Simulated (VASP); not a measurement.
# Al2InAs3 (I-4m2) in VASP: a series of runs, part 2 of 2

VASP 6.6.1. The steps go on from the part before.

## (4) Relaxation of cell and atoms, PBE

INCAR reads:

```
SYSTEM = Al2InAs3
PREC = Accurate ; ENCUT = 600
EDIFF = 1E-6 ; ISMEAR = 0
SIGMA = 0.1 ; LREAL = .FALSE.
LASPH = .TRUE. ; NELM = 80
ALGO = Normal ; ISIF = 3
LWAVE = .FALSE. ; LCHARG = .FALSE.
GGA = PE ; IBRION = 2
NSW = 90 ; EDIFFG = -0.04
```

KPOINTS reads:

```
Automatic mesh
0
G
  6 6 6
  0 0 0
```

POSCAR reads:

```
Al2InAs3
1.0
   -1.9629459000      1.9629459000      8.3280741300
    1.9629459000     -1.9629459000      8.3280741300
    1.9629459000      1.9629459000     -8.3280741300
Al In As
2 1 3
Direct
    0.4166666700      0.9166666700      0.5000000000
    0.0833333300      0.5833333300      0.5000000000
    0.7500000000      0.2500000000      0.5000000000
    0.8333333300      0.8333333300      0.0000000000
    0.5000000000      0.5000000000      0.0000000000
    0.1666666700      0.1666666700      0.0000000000
```

On the command line:

```sh
> cat potpaw_PBE.64/Al/POTCAR potpaw_PBE.64/In_d/POTCAR potpaw_PBE.64/As/POTCAR > POTCAR
> mpirun -np 1 vasp_std > vasp.out
```

Wall time 39 min (1 thread of Intel Xeon Platinum 8259CL at 2.50GHz (Skylake/Cascade Lake), shared host); peak memory 0.83 GiB.

It converged, with:

| Quantity | Value |
| --- | --- |
| Free energy | -26.3928 eV |
| Relaxed volume | 25.38 Å³/atom |
| Relaxed cell | a = 9.299 Å, b = 9.299 Å, c = 9.299 Å, α = 154.19°, β = 154.19°, γ = 36.83° |
| Space group after relaxing (to 0.05 Å) | I-4m2 (No. 119) |
| Energy gained by relaxing | 227.0 meV/atom |
| Ionic steps | 9 |
| Pressure after relaxing | 0.0 GPa |
| Largest force after relaxing | 0.010 eV/Å |
| Band gap on the k mesh | 0.84 eV, direct |

Forces in eV/Å, atoms in the order of the input:
```
Al   0.000  0.000 -0.010
Al   0.000  0.000  0.010
In   0.000  0.000  0.000
As   0.000  0.000 -0.002
As   0.000  0.000  0.000
As   0.000  0.000  0.002
```

The path:
```tsv
step	energy change (eV)	largest force (eV/Å)	pressure (GPa)	volume (Å³)
1	0.0000	2.3298	16.47	128.36
2	-0.8833	0.4630	-5.79	173.69
3	-1.2764	0.6228	-0.56	154.45
4	-1.2763	0.6445	-0.36	153.89
5	-1.3193	0.4130	-0.08	152.90
6	-1.3548	0.2218	0.62	150.81
7	-1.3606	0.0543	-0.34	153.20
8	-1.3613	0.0599	-0.11	152.61
9	-1.3618	0.0104	0.03	152.25
```

Final structure:
```yaml
crystal:
  lattice:
    - [-2.07703, 2.07703, 8.82304]
    - [2.07703, -2.07703, 8.82304]
    - [2.07703, 2.07703, -8.82304]
  atoms:
    - { symbol: Al, position: [0.42074, 0.92074, 0.50000] }
    - { symbol: Al, position: [0.07926, 0.57926, 0.50000] }
    - { symbol: In, position: [0.75000, 0.25000, 0.50000] }
    - { symbol: As, position: [0.84274, 0.84274, 0.00000] }
    - { symbol: As, position: [0.50000, 0.50000, 0.00000] }
    - { symbol: As, position: [0.15726, 0.15726, 0.00000] }
```

Levels at points of the mesh, in eV from the valence-band top:
```tsv
k point	band 14	band 15	band 16	band 17	band 18	band 19	band 20	band 21
(0.00, 0.00, 0.00)	-1.64	-0.18	0.00	0.00	0.84	1.67	2.08	2.66
(0.50, 0.00, 0.00)	-1.22	-1.19	-0.89	-0.47	1.47	2.60	2.81	4.20
(0.50, 0.50, 0.00)	-2.63	-2.61	-2.15	-2.14	1.49	2.01	3.06	3.16
(0.50, 0.50, 0.50)	-1.03	-1.03	-0.55	-0.55	1.46	2.07	2.78	3.02
```

Caveat: the volume moved by over 15 % at a fixed basis, so the end points are rough; spin-orbit coupling is left out, which moves the levels of the heavy elements.

## (5) Single point, PBE

This run uses another cell than the first one, of 25.35 Å³/atom, 1.185 times its volume.

INCAR reads:

```
SYSTEM = Al2InAs3
PREC = Accurate
ENCUT = 520
EDIFF = 1E-7
ISMEAR = 0
SIGMA = 0.02
LREAL = .FALSE.
LASPH = .TRUE.
NELM = 60
ALGO = Normal
ISIF = 2
LWAVE = .FALSE.
LCHARG = .FALSE.
GGA = PE
NBANDS = 26
```

KPOINTS reads:

```
Automatic mesh
0
G
  10 10 10
  0 0 0
```

POSCAR reads:

```
Al2InAs3
1.0
   -2.0750726080      2.0750726080      8.8307478887
    2.0750726080     -2.0750726080      8.8307478887
    2.0750726080      2.0750726080     -8.8307478887
Al In As
2 1 3
Direct
    0.4206647163      0.9206647163      0.5000000000
    0.0793352837      0.5793352837      0.5000000000
    0.7500000000      0.2500000000      0.5000000000
    0.8426963621      0.8426963621      0.0000000000
    0.5000000000      0.5000000000      0.0000000000
    0.1573036379      0.1573036379      0.0000000000
```

Potentials or basis: VASP PAW PBE potentials, release 64 (Al, In_d, As).

On the command line:

```sh
> cat potpaw_PBE.64/Al/POTCAR potpaw_PBE.64/In_d/POTCAR potpaw_PBE.64/As/POTCAR > POTCAR
> mpirun -np 1 vasp_std > vasp.out
```

OUTCAR:

```text
SYSTEM = Al2InAs3
   PREC = Accurate
   ENCUT = 520
   EDIFF = 1E-7
   ISMEAR = 0
   LREAL = .FALSE.
   LASPH = .TRUE.
   NELM = 60
   ISIF = 2
   GGA = PE

 ion  position               nearest neighbor table
   1  0.421  0.921  0.500-   4 2.49   4 2.49   5 2.50   5 2.50
   2  0.079  0.579  0.500-   6 2.49   6 2.49   5 2.50   5 2.50
   3  0.750  0.250  0.500-   4 2.64   6 2.64   4 2.64   6 2.64
   4  0.843  0.843  0.000-   1 2.49   1 2.49   3 2.64   3 2.64
   5  0.500  0.500  0.000-   1 2.50   2 2.50   2 2.50   1 2.50
   6  0.157  0.157  0.000-   2 2.49   2 2.49   3 2.64   3 2.64

  LATTYP: Found a body centered tetragonal cell.
 ALAT       =     4.1501452160
 C/A-ratio  =     4.2556332027

  Lattice vectors:

 A1 = (  -2.0750726080,   2.0750726080,   8.8307478887)
 A2 = (   2.0750726080,  -2.0750726080,   8.8307478887)
 A3 = (   2.0750726080,   2.0750726080,  -8.8307478887)

Analysis of symmetry for initial positions (statically):
=====================================================================
 Subroutine PRICEL returns:
 Original cell was already a primitive cell.

 Routine SETGRP: Setting up the symmetry group for a
 body centered tetragonal supercell.

 Subroutine GETGRP returns: Found  8 space group operations
 (whereof  8 operations were pure point group operations)
 out of a pool of 16 trial point group operations.

The static configuration has the point symmetry D_2d.

Analysis of symmetry for dynamics (positions and initial velocities):
=====================================================================
 Subroutine PRICEL returns:
 Original cell was already a primitive cell.

 Routine SETGRP: Setting up the symmetry group for a
 body centered tetragonal supercell.

 Subroutine GETGRP returns: Found  8 space group operations
 (whereof  8 operations were pure point group operations)
 out of a pool of 16 trial point group operations.

The dynamic configuration has the point symmetry D_2d.

 Subroutine INISYM returns: Found  8 space group operations
 (whereof  8 operations are pure point group operations),
 and found     1 'primitive' translations

----------------------------------------------------------------------------------------

                                     Primitive cell

  volume of cell :     152.0982

  direct lattice vectors                    reciprocal lattice vectors
    -2.075072608  2.075072608  8.830747889     0.000000000  0.240955424  0.056620346
     2.075072608 -2.075072608  8.830747889     0.240955424  0.000000000  0.056620346
     2.075072608  2.075072608 -8.830747889     0.240955424  0.240955424  0.000000000

  length of vectors
     9.305587619  9.305587619  9.305587619     0.247518444  0.247518444  0.340762428

  position of ions in fractional coordinates (direct lattice)
     0.420664716  0.920664716  0.500000000
     0.079335284  0.579335284  0.500000000
     0.750000000  0.250000000  0.500000000
     0.842696362  0.842696362  0.000000000
     0.500000000  0.500000000  0.000000000
     0.157303638  0.157303638  0.000000000

  ion indices of the primitive-cell ions
   primitive index   ion index
                 1           1
[... 33 lines left out ...]
            Coordinates               Weight
  0.000000  0.000000  0.000000      1.000000
  0.100000  0.000000 -0.000000      8.000000
  0.200000  0.000000 -0.000000      8.000000
  0.300000  0.000000 -0.000000      8.000000
  0.400000  0.000000 -0.000000      8.000000
  0.500000  0.000000 -0.000000      4.000000
[... 16 lines left out ...]
  0.300000  0.300000 -0.000000      8.000000
  0.400000  0.300000 -0.000000     16.000000
 [... further k-points ...]
   k-points           NKPTS =    102   k-points in BZ     NKDIM =    102   number of bands    NBANDS=     26
   number of dos      NEDOS =    301   number of ions     NIONS =      6
   total plane-waves  NPLWV = 343000
   dimension x,y,z NGX =    70 NGY =   70 NGZ =   70
   dimension x,y,z NGXF=   140 NGYF=  140 NGZF=  140
   ions per type =               2   1   3
   NGX,Y,Z   is equivalent  to a cutoff of  12.51, 12.51, 12.51 a.u.
   NGXF,Y,Z  is equivalent  to a cutoff of  25.01, 25.01, 25.01 a.u.
 SYSTEM =  Al2InAs3
   PREC   = accura    normal or accurate (medium, high low for compatibility)
   ISTART =      0    job   : 0-new  1-cont  2-samecut
   ICHARG =      2    charge: 1-file 2-atom 10-const
   ISPIN  =      1    spin polarized calculation?
   LNONCOLLINEAR =      F non collinear calculations
   LSORBIT =      F    spin-orbit coupling
   LASPH  =      T    aspherical Exc in radial PAW
   ENCUT  =  520.0 eV  38.22 Ry    6.18 a.u.  17.30 17.30 17.30*2*pi/ulx,y,z
   NELM   =     60;   NELMIN=  2; NELMDL= -5     # of ELM steps
   EDIFF  = 0.1E-06   stopping-criterion for ELM
   LREAL  =      F    real-space projection
   EDIFFG = 0.1E-05   stopping-criterion for IOM
   NSW    =      0    number of steps for IOM
   IBRION =     -1    ionic relax: 0-MD 1-quasi-New 2-CG
   NFREE  =      0    steps in history (QN), initial steepest desc. (CG)
   ISIF   =      2    stress and relaxation
   ISYM   =      2    0-nonsym 1-usesym 2-fastsym
   POTIM  = 0.5000    time-step for ionic-motion
   TEBEG  =    0.0;   TEEND  =   0.0 temperature during run
   PSTRESS=    0.0 pullay stress
   NELECT =      34.0000    total number of electrons
   NUPDOWN=      -1.0000    fix difference up-down
   EMIN   =  10.00;   EMAX   =-10.00  energy-range for DOS
   EFERMI =   0.00;   METHOD = LEGACY
   ISMEAR =     0;   SIGMA  =   0.02  broadening in eV -4-tet -1-fermi 0-gaus
   EFERMI_NEDOS =   21; number of points for ismear=-14 and -15
   IALGO  =     38    algorithm
   IMIX   =      4    mixing-type and parameters
     AMIX     =   0.40;   BMIX     =  1.00
     AMIX_MAG =   1.60;   BMIX_MAG =  1.00
  volume/ion in A,a.u.               =      25.35       171.07
  Fermi-wavevector in a.u.,A,eV,Ry     =   0.993558  1.877552 13.431086  0.987157
  Thomas-Fermi vector in A             =   2.125448
   LORBIT       =      0    0 simple, 1 ext, 2 COOP (PROOUT), +10 PAW based schemes
   GGA     = PE    functional components
   LHFCALC =     F    Hartree Fock is set to
   AEXX    =    0.0000 exact exchange contribution
   IVDW    =     0    specifies the selected vdW correction
   LEPSILON=     F    determine dielectric tensor
   LRPA    =     F    only Hartree local field effects (RPA)
 non-spin polarized calculation
 Gauss-broadening in eV      SIGMA  =   0.02
  energy-cutoff  :      520.00
  volume of cell :      152.10
 maximum number of plane-waves:      4112
 NGX is ok and might be reduce to    70
   NGX = 35   NGY = 35   NGZ = 35

 number of electron      34.0000004 magnetization

 Free energy of the ion-electron system (eV)
  ---------------------------------------------------
  ext. energy  EPLUGINS =         0.00000000
  ---------------------------------------------------
  free energy    TOTEN  =       -26.40764091 eV

  energy without entropy =      -26.40764091  energy(sigma->0) =      -26.40764091

 E-fermi :   3.9217     XC(G=0):  -8.9052

 val. band max:        3.8187660996   @ k =   0.0000   0.0000   0.0000
 cond. band min:       4.6611225419   @ k =   0.0000   0.0000   0.0000
 fundamental gap:      0.8423564423
 Fermi energy:         3.9216906183

 k-point     1 :       0.0000    0.0000    0.0000
  band No.  band energies     occupation
      1     -10.4134      2.00000
      2     -10.2736      2.00000
      3     -10.2736      2.00000
      4     -10.2111      2.00000
      5     -10.2039      2.00000
      6      -7.8661      2.00000
[... 685 lines left out ...]
     25       9.6595      0.00000
     26      10.1549      0.00000

 [... further k-points ...]

------------------------ aborting loop because EDIFF is reached ----------------------------------------

  FORCE on cell =-STRESS in cart. coord.  units (eV):
  Direction    XX          YY          ZZ          XY          YZ          ZX
  --------------------------------------------------------------------------------------
  -------------------------------------------------------------------------------------
  Total        0.0994374      0.0994374      0.0980539      0.0000000      0.0000000      0.0000000
  in kB        1.0474568      1.0474568      1.0328831      0.0000000      0.0000000      0.0000000
  external PRESSURE =       1.0425989 kB  Pullay stress =       0.0000000 kB

 VOLUME and BASIS-vectors are now :
 -----------------------------------------------------------------------------
  energy-cutoff  :      520.00
  volume of cell :      152.10
      direct lattice vectors                 reciprocal lattice vectors
    -2.075072608  2.075072608  8.830747889     0.000000000  0.240955424  0.056620346
     2.075072608 -2.075072608  8.830747889     0.240955424  0.000000000  0.056620346
     2.075072608  2.075072608 -8.830747889     0.240955424  0.240955424  0.000000000

 POSITION                                       TOTAL-FORCE (eV/Angst)
 -----------------------------------------------------------------------------------
      2.07507      0.00000      7.42957         0.000000     -0.000000      0.001831
      2.07507      0.00000      1.40118         0.000000     -0.000000     -0.001831
      0.00000      2.07507      4.41537         0.000000     -0.000000     -0.000000
      0.00000      0.00000     14.88328        -0.000000      0.000000     -0.002619
      0.00000      0.00000      8.83075         0.000000     -0.000000     -0.000000
      0.00000      0.00000      2.77822        -0.000000      0.000000      0.002619
 -----------------------------------------------------------------------------------
    total drift:                                0.000000     -0.000000      0.000000

  FREE ENERGIE OF THE ION-ELECTRON SYSTEM (eV)
  ---------------------------------------------------
  free  energy   TOTEN  =       -26.4076409101 eV

  energy  without entropy=      -26.4076409101  energy(sigma->0) =      -26.40764091
```

It took 28 min on 1 thread of Intel Xeon Platinum 8259CL at 2.50GHz (Skylake/Cascade Lake), shared host; peak memory 0.94 GiB.

What came out:

* Free energy: -26.4076 eV
* Pressure: 0.1 GPa
* Band gap on the k mesh: 0.84 eV, direct

Forces in eV/Å, atoms in the order of the input:
```
Al   0.000  0.000  0.002
Al   0.000  0.000 -0.002
In   0.000  0.000  0.000
As   0.000  0.000 -0.003
As   0.000  0.000  0.000
As   0.000  0.000  0.003
```

Caveat: spin-orbit coupling is left out, which moves the levels of the heavy elements. As with any semilocal functional, this PBE gap is likely too small.

## (6) Overview

| task | cell | k mesh | cutoff (eV) | smearing | gap on the mesh (eV) | pressure (GPa) | largest force (eV/Å) |
| --- | --- | --- | --- | --- | --- | --- | --- |
| single point | a = 8.779 Å, angles 154.2, 154.2, 36.9°, 6 atoms | 6 × 6 × 6 | 520 | gaussian 0.1 eV | 1.19 | 16.5 | 2.33 |
| single point | a = 9.288 Å, angles 154.2, 154.2, 36.8°, 6 atoms | 6 × 6 × 6 | 520 | gaussian 0.1 eV | 0.86 | 0.2 | - |
| relaxation of cell and atoms | relaxed from a = 8.779 Å, angles 154.2, 154.2, 36.9°, 6 atoms | 6 × 6 × 6 | 600 | gaussian 0.1 eV | 0.84 | 0.0 | 0.01 |
| single point | a = 9.306 Å, angles 154.2, 154.2, 36.8°, 6 atoms | 10 × 10 × 10 | 520 | gaussian 0.02 eV | 0.84 | 0.1 | - |

Alike in all rows: level PBE; potentials or basis VASP PAW PBE potentials, release 64 (Al, In_d, As); no spin polarisation.

Caveats: spin-orbit coupling is left out, which moves the levels of the heavy elements; forces of over 1 eV/Å act on the atoms, so gaps and moduli don't describe the material at rest (some runs); the volume moved by over 15 % at a fixed basis, so the end points are rough (some runs).

Total energies depend on the potentials used, so only differences within one code and one set of settings carry meaning.
